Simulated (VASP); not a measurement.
Input of a VASP 6.6.1 run:

File INCAR:

```
  ALGO = Normal
  EDIFF = 1E-7
  ENCUT = 520
  GGA = PE
  GGA_COMPAT = F
  ISIF = 2
  ISMEAR = -1
  LASPH = T
  LCHARG = F
  LNONCOLLINEAR = T
  LORBIT = 11
  LORBMOM = T
  LREAL = F
  LSORBIT = T
  LWAVE = F
  MAGMOM = 0 0 0 0 0 0 0 0 0 0 0 0
  NBANDS = 54
  NELM = 150
  PREC = Accurate
  SIGMA = 0.02
```

KPOINTS

```
k-points
0
Gamma
  6 6 6
```

The input POSCAR:

```
SnO
1.0
    3.7926486997      0.0000000000      0.0000000000
    0.0000000000      3.7926486997      0.0000000000
    0.0000000000      0.0000000000      4.7582138802
Sn O
2 2
Direct
    0.5000000000      0.0000000000      0.2410340763
    0.0000000000      0.5000000000      0.7589659237
    0.0000000000      0.0000000000      0.0000000000
    0.5000000000      0.5000000000      0.0000000000
```

Potentials or basis: VASP PAW PBE potentials, release 64 (Sn_d, O).

Run with:

```console
$ cat potpaw_PBE.64/Sn_d/POTCAR potpaw_PBE.64/O/POTCAR > POTCAR
$ mpirun -np 1 vasp_ncl > vasp.out
```

Question: What does it give for the pressure?

Answer: 5.6 GPa.

Question: What does it give for the net moment?

Answer: 0.00 μB per cell.

Moments on the atoms (μB; x, y, z):
```
Sn  0.00 0.00 0.00
Sn  0.00 0.00 0.00
O   0.00 0.00 0.00
O   0.00 0.00 0.00
```

Caveat: the cell stands under pressure.
